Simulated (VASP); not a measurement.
Crystal: NbSi (wurtzite type).

```
Nb Si
1.0
     4.20828    0.00000    0.00000
    -2.10414    3.64448    0.00000
     0.00000    0.00000    6.85949
Nb Si
2 2
Direct
  0.33333 0.66667 0.00000
  0.66667 0.33333 0.50000
  0.33333 0.66667 0.37600
  0.66667 0.33333 0.87600
```

* Program: VASP 6.6.1
* Task: relaxation of cell and atoms
* Functional: PBE
* Potentials or basis: VASP PAW PBE potentials, release 64 (Nb_sv, Si)
* Cutoff: 600 eV
* k mesh: 10 × 10 × 6
* Occupations: fermi-dirac, width 0.03 eV
* Spin: no spin polarisation

At the start: pressure -7.1 GPa; volume 26.30 Å³/atom.

Problem. How do energy, volume and symmetry change on relaxing?

Solution. Over 35 steps the energy falls by 825.4 meV/atom and the volume is 21.00 Å³/atom (-20.1 %); space group P6_3/mmc (No. 194, to 0.05 Å).

Step by step:
```tsv
step	energy change (eV)	largest force (eV/Å)	pressure (GPa)	volume (Å³)
1	0.0000	0.1812	-7.14	105.20
2	-0.1670	0.5580	6.60	88.33
3	-0.2746	0.3789	0.35	94.32
4	-0.3361	0.4654	0.44	93.98
5	-0.6338	0.8717	0.25	92.76
6	-1.7685	2.2476	-1.59	89.48
7	0.2083	2.0552	25.17	79.30
8	-1.7239	4.0161	1.19	87.85
9	-2.2709	4.3625	5.84	83.99
10	-2.1801	4.0822	7.90	83.18
11	-2.2399	4.2593	6.73	83.62
12	-2.2418	4.2369	6.75	83.61
13	-2.2469	4.1685	6.83	83.59
14	-2.2540	4.0273	6.96	83.54
15	-2.2549	3.7246	7.30	83.44
16	-2.2565	3.8464	7.16	83.48
17	-2.2645	3.8269	7.11	83.49
18	-2.2882	3.7691	6.94	83.53
19	-2.3345	3.6550	6.62	83.61
20	-2.4230	3.4329	5.98	83.76
21	-2.5835	3.0125	4.75	84.07
22	-2.8441	2.2592	2.54	84.68
23	-3.1582	1.0709	-0.99	85.88
24	-3.2064	0.3650	-5.22	88.19
25	-3.2586	0.0530	-3.97	87.32
26	-3.2600	0.1600	-3.66	87.13
27	-3.2700	0.1362	-3.21	86.72
28	-3.2919	0.0631	-1.81	85.49
29	-3.2975	0.0922	1.30	83.07
30	-3.3016	0.0281	0.00	84.04
31	-3.3016	0.0321	0.08	83.97
32	-3.3016	0.0253	0.06	83.98
33	-3.3017	0.0102	0.04	83.98
34	-3.3017	0.0067	0.02	83.99
35	-3.3017	0.0001	-0.01	84.02
```

Final structure:
```xyz
4
Lattice="4.4060 0.0000 0.0000 -2.2030 3.8157 0.0000 0.0000 0.0000 4.9976" Properties=species:S:1:pos:R:3 pbc="T T T"
Nb    0.0000    2.5438    4.6877
Nb    2.2030    1.2719    2.1889
Si    0.0000    2.5438    2.1889
Si    2.2030    1.2719    4.6877
```

Caveat: the volume moved by over 15 % at a fixed basis, so the end points are rough.
